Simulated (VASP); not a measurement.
# Y (P6_3/mmc) in VASP: a series of runs, part 2 of 2

VASP 6.6.1.

**6. Single point, LDA (volume scaled by 1.06)**

The input, INCAR:

```
SYSTEM = Y
ALGO = Normal
EDIFF = 1E-6
ENCUT = 520
GGA = CA
ISIF = 2
ISMEAR = -1
LASPH = .True.
LCHARG = .False.
LREAL = .False.
LWAVE = .False.
NBANDS = 18
NELM = 80
PREC = Accurate
SIGMA = 0.08
```

The input, KPOINTS:

```
k-points
0
Gamma
  12 12 7
  0 0 0
```

The input, POSCAR:

```
Y
1.0
    3.7231154432      0.0000000000      0.0000000000
   -1.8615577216      3.2243125550      0.0000000000
    0.0000000000      0.0000000000      5.8601227356
Y
2
Direct
    0.3333333333      0.6666666667      0.2500000000
    0.6666666667      0.3333333333      0.7500000000
```

Potentials or basis: VASP PAW LDA potentials, release 64 (Y_sv).

Run with:

```sh
cat potpaw_LDA.64/Y_sv/POTCAR > POTCAR
mpirun -np 1 vasp_std > vasp.out
```

OUTCAR:

```text
SYSTEM = Y
   EDIFF = 1E-6
   ENCUT = 520
   GGA = CA
   ISIF = 2
   ISMEAR = -1
   LASPH = .True.
   LREAL = .False.
   NELM = 80
   PREC = Accurate

 ion  position               nearest neighbor table
   1  0.333  0.667  0.250-   2 3.63   2 3.63   2 3.63   2 3.63   2 3.63   2 3.63
   2  0.667  0.333  0.750-   1 3.63   1 3.63   1 3.63   1 3.63   1 3.63   1 3.63

  LATTYP: Found a hexagonal cell.
 ALAT       =     3.7231154432
 C/A-ratio  =     1.5739836234

  Lattice vectors:

 A1 = (   3.7231154432,   0.0000000000,   0.0000000000)
 A2 = (  -1.8615577216,   3.2243125550,   0.0000000000)
 A3 = (   0.0000000000,   0.0000000000,   5.8601227356)

Analysis of symmetry for initial positions (statically):
=====================================================================
 Subroutine PRICEL returns:
 Original cell was already a primitive cell.

 Routine SETGRP: Setting up the symmetry group for a
 hexagonal supercell.

 Subroutine GETGRP returns: Found 24 space group operations
 (whereof 12 operations were pure point group operations)
 out of a pool of 24 trial point group operations.

The static configuration has the point symmetry D_3d.
 The point group associated with its full space group is D_6h.

Analysis of symmetry for dynamics (positions and initial velocities):
=====================================================================
 Subroutine PRICEL returns:
 Original cell was already a primitive cell.

 Routine SETGRP: Setting up the symmetry group for a
 hexagonal supercell.

 Subroutine GETGRP returns: Found 24 space group operations
 (whereof 12 operations were pure point group operations)
 out of a pool of 24 trial point group operations.

The dynamic configuration has the point symmetry D_3d.
 The point group associated with its full space group is D_6h.

 Subroutine INISYM returns: Found 24 space group operations
 (whereof 12 operations are pure point group operations),
 and found     1 'primitive' translations

----------------------------------------------------------------------------------------

                                     Primitive cell

  volume of cell :      70.3478

  direct lattice vectors                    reciprocal lattice vectors
     3.723115443  0.000000000  0.000000000     0.268592262  0.155071815  0.000000000
    -1.861557722  3.224312555  0.000000000     0.000000000  0.310143630  0.000000000
     0.000000000  0.000000000  5.860122736     0.000000000  0.000000000  0.170644890

  length of vectors
     3.723115443  3.723115443  5.860122736     0.310143630  0.310143630  0.170644890

  position of ions in fractional coordinates (direct lattice)
     0.333333333  0.666666667  0.250000000
     0.666666667  0.333333333  0.750000000

  ion indices of the primitive-cell ions
   primitive index   ion index
                 1           1
                 2           2

----------------------------------------------------------------------------------------

 KPOINTS: k-points

Automatic generation of k-mesh.
 Grid dimensions read from file:
 generate k-points for:   12   12    7

 Generating k-lattice:

  Cartesian coordinates                     Fractional coordinates (reciprocal lattice)
     0.022382689  0.012922651  0.000000000     0.083333333  0.000000000  0.000000000
     0.000000000  0.025845302  0.000000000     0.000000000  0.083333333  0.000000000
     0.000000000  0.000000000  0.024377841     0.000000000  0.000000000  0.142857143

  Length of vectors
     0.025845302  0.025845302  0.024377841

  Shift w.r.t. Gamma in fractional coordinates (k-lattice)
     0.000000000  0.000000000  0.000000000

 Subroutine IBZKPT returns following result:
 ===========================================

 Found     76 irreducible k-points:

 Following reciprocal coordinates:
            Coordinates               Weight
  0.000000  0.000000  0.000000      1.000000
  0.083333  0.000000  0.000000      6.000000
  0.166667  0.000000  0.000000      6.000000
  0.250000  0.000000  0.000000      6.000000
  0.333333  0.000000  0.000000      6.000000
  0.416667  0.000000  0.000000      6.000000
[... 16 lines left out ...]
  0.250000  0.000000  0.142857     12.000000
  0.333333  0.000000  0.142857     12.000000
 [... further k-points ...]
   k-points           NKPTS =     76   k-points in BZ     NKDIM =     76   number of bands    NBANDS=     18
   number of dos      NEDOS =    301   number of ions     NIONS =      2
   total plane-waves  NPLWV =  37632
   dimension x,y,z NGX =    28 NGY =   28 NGZ =   48
   dimension x,y,z NGXF=    56 NGYF=   56 NGZF=   96
   ions per type =               2
   NGX,Y,Z   is equivalent  to a cutoff of  12.50, 12.50, 13.62 a.u.
   NGXF,Y,Z  is equivalent  to a cutoff of  25.01, 25.01, 27.23 a.u.
 SYSTEM =  Y
   PREC   = accura    normal or accurate (medium, high low for compatibility)
   ISTART =      0    job   : 0-new  1-cont  2-samecut
   ICHARG =      2    charge: 1-file 2-atom 10-const
   ISPIN  =      1    spin polarized calculation?
   LNONCOLLINEAR =      F non collinear calculations
   LSORBIT =      F    spin-orbit coupling
   LASPH  =      T    aspherical Exc in radial PAW
   ENCUT  =  520.0 eV  38.22 Ry    6.18 a.u.   6.92  6.92 10.90*2*pi/ulx,y,z
   NELM   =     80;   NELMIN=  2; NELMDL= -5     # of ELM steps
   EDIFF  = 0.1E-05   stopping-criterion for ELM
   LREAL  =      F    real-space projection
   EDIFFG = 0.1E-04   stopping-criterion for IOM
   NSW    =      0    number of steps for IOM
   IBRION =     -1    ionic relax: 0-MD 1-quasi-New 2-CG
   NFREE  =      0    steps in history (QN), initial steepest desc. (CG)
   ISIF   =      2    stress and relaxation
   ISYM   =      2    0-nonsym 1-usesym 2-fastsym
   POTIM  = 0.5000    time-step for ionic-motion
   TEBEG  =    0.0;   TEEND  =   0.0 temperature during run
   PSTRESS=    0.0 pullay stress
   NELECT =      22.0000    total number of electrons
   NUPDOWN=      -1.0000    fix difference up-down
   EMIN   =  10.00;   EMAX   =-10.00  energy-range for DOS
   EFERMI =   0.00;   METHOD = LEGACY
   ISMEAR =    -1;   SIGMA  =   0.08  broadening in eV -4-tet -1-fermi 0-gaus
   EFERMI_NEDOS =   21; number of points for ismear=-14 and -15
   IALGO  =     38    algorithm
   IMIX   =      4    mixing-type and parameters
     AMIX     =   0.40;   BMIX     =  1.00
     AMIX_MAG =   1.60;   BMIX_MAG =  1.00
  volume/ion in A,a.u.               =      35.17       237.37
  Fermi-wavevector in a.u.,A,eV,Ry     =   1.111217  2.099896 16.800523  1.234804
  Thomas-Fermi vector in A             =   2.247778
   LORBIT       =      0    0 simple, 1 ext, 2 COOP (PROOUT), +10 PAW based schemes
   GGA     = CA    functional components
   LHFCALC =     F    Hartree Fock is set to
   AEXX    =    0.0000 exact exchange contribution
   IVDW    =     0    specifies the selected vdW correction
   LEPSILON=     F    determine dielectric tensor
   LRPA    =     F    only Hartree local field effects (RPA)
 non-spin polarized calculation
  energy-cutoff  :      520.00
  volume of cell :       70.35
 maximum number of plane-waves:      1914
 NGX is ok and might be reduce to    28
   NGX = 13   NGY = 13   NGZ = 21

 number of electron      21.9999999 magnetization

 Free energy of the ion-electron system (eV)
  ---------------------------------------------------
  ext. energy  EPLUGINS =         0.00000000
  ---------------------------------------------------
  free energy    TOTEN  =       -13.71978100 eV

  energy without entropy =      -13.63284327  energy(sigma->0) =      -13.67631213

 E-fermi :   2.5029     XC(G=0):  -9.3786

 val. band max:        2.4990861993   @ k =   0.4167   0.0833   0.4286
 cond. band min:       2.5068162294   @ k =   0.2500   0.2500   0.4286
 fundamental gap:      0.0077300300
 Fermi energy:         2.5029020461

 k-point     1 :       0.0000    0.0000    0.0000
  band No.  band energies     occupation
      1     -40.1270      2.00000
      2     -40.0719      2.00000
      3     -20.4533      2.00000
      4     -20.0706      2.00000
      5     -20.0706      2.00000
      6     -19.9981      2.00000
[... 10 lines left out ...]
     17       5.0795      0.00000
     18       5.0795      0.00000
[... 463 lines left out ...]
 k-point    24 :       0.3333    0.0000    0.1429
  band No.  band energies     occupation
      1     -40.0937      2.00000
      2     -40.0651      2.00000
      3     -20.3514      2.00000
      4     -20.2618      2.00000
      5     -20.2308      2.00000
      6     -20.1375      2.00000
[... 10 lines left out ...]
     17       6.0702      0.00000
     18       6.2614      0.00000

 [... further k-points ...]

------------------------ aborting loop because EDIFF is reached ----------------------------------------

  FORCE on cell =-STRESS in cart. coord.  units (eV):
  Direction    XX          YY          ZZ          XY          YZ          ZX
  --------------------------------------------------------------------------------------
  -------------------------------------------------------------------------------------
  Total       -2.4163729     -2.4163729     -2.6734311      0.0000000      0.0000000      0.0000000
  in kB      -55.0331260    -55.0331260    -60.8876522      0.0000000      0.0000000      0.0000000
  external PRESSURE =     -56.9846347 kB  Pullay stress =       0.0000000 kB

 VOLUME and BASIS-vectors are now :
 -----------------------------------------------------------------------------
  energy-cutoff  :      520.00
  volume of cell :       70.35
      direct lattice vectors                 reciprocal lattice vectors
     3.723115443  0.000000000  0.000000000     0.268592262  0.155071815  0.000000000
    -1.861557722  3.224312555  0.000000000     0.000000000  0.310143630  0.000000000
     0.000000000  0.000000000  5.860122736     0.000000000  0.000000000  0.170644890

 POSITION                                       TOTAL-FORCE (eV/Angst)
 -----------------------------------------------------------------------------------
     -0.00000      2.14954      1.46503         0.000000      0.000000      0.000000
      1.86156      1.07477      4.39509        -0.000000     -0.000000      0.000000
 -----------------------------------------------------------------------------------
    total drift:                               -0.000000      0.000000     -0.000000

  FREE ENERGIE OF THE ION-ELECTRON SYSTEM (eV)
  ---------------------------------------------------
  free  energy   TOTEN  =       -13.7197810021 eV

  energy  without entropy=      -13.6328432654  energy(sigma->0) =      -13.67631213
```

OSZICAR:

```text
N       E                     dE             d eps       ncg     rms          rms(c)
DAV:   1     0.864483243288E+02    0.86448E+02   -0.11182E+04  2736   0.114E+03
DAV:   2    -0.647951329074E+01   -0.92928E+02   -0.91438E+02  3358   0.255E+02
DAV:   3    -0.140305478469E+02   -0.75510E+01   -0.74908E+01  4914   0.426E+01
DAV:   4    -0.142306058713E+02   -0.20006E+00   -0.19987E+00  3368   0.708E+00
DAV:   5    -0.142353978159E+02   -0.47919E-02   -0.47903E-02  4046   0.833E-01    0.318E+01
DAV:   6    -0.138256441154E+02    0.40975E+00   -0.47553E-01  3072   0.391E+00    0.196E+01
DAV:   7    -0.137330734781E+02    0.92571E-01   -0.88571E-01  3592   0.480E+00    0.156E+00
DAV:   8    -0.137202459443E+02    0.12828E-01   -0.15253E-01  3322   0.222E+00    0.946E-01
DAV:   9    -0.137197467640E+02    0.49918E-03   -0.39364E-03  3750   0.392E-01    0.338E-01
DAV:  10    -0.137198019979E+02   -0.55234E-04   -0.12546E-03  3094   0.312E-01    0.248E-01
DAV:  11    -0.137197822964E+02    0.19702E-04   -0.63260E-05  4250   0.608E-02    0.390E-02
DAV:  12    -0.137197811289E+02    0.11674E-05   -0.19439E-05  3150   0.379E-02    0.161E-02
DAV:  13    -0.137197810021E+02    0.12684E-06   -0.39191E-06  3044   0.169E-02
   1 F= -.13719781E+02 E0= -.13676312E+02  d E =-.869377E-01
```

Run time: 44 s. Hardware: 1 thread of Intel Xeon Platinum 8488C (Sapphire Rapids), shared host; peak memory 0.23 GiB.

What came out:

* Free energy: -13.7198 eV
* Pressure: -5.7 GPa
* Band gap on the k mesh: zero (band 11 reaches 3.26 eV, above the bottom of band 12 at 2.09 eV)

**7. Summary**

| cell | gap on the mesh (eV) | pressure (GPa) |
| --- | --- | --- |
| a = 3.651, b = 3.651, c = 5.690 Å, angles 90.0, 90.0, 120.0°, 2 atoms | none | -3.6 |
| a = 3.651, b = 3.651, c = 5.805 Å, angles 90.0, 90.0, 120.0°, 2 atoms | none | -4.3 |
| a = 3.676, b = 3.676, c = 5.785 Å, angles 90.0, 90.0, 120.0°, 2 atoms | none | -4.6 |
| a = 3.651, b = 3.651, c = 5.862 Å, angles 90.0, 90.0, 120.0°, 2 atoms | none | -4.6 |
| a = 3.723, b = 3.723, c = 5.860 Å, angles 90.0, 90.0, 120.0°, 2 atoms | none | -5.7 |

Alike in all rows: task single point; level LDA; potentials or basis VASP PAW LDA potentials, release 64 (Y_sv); no spin polarisation; k mesh 12 × 12 × 7; cutoff (eV) 520; smearing fermi-dirac 0.08 eV.

Absolute energies hang on the potentials; compare differences alone.
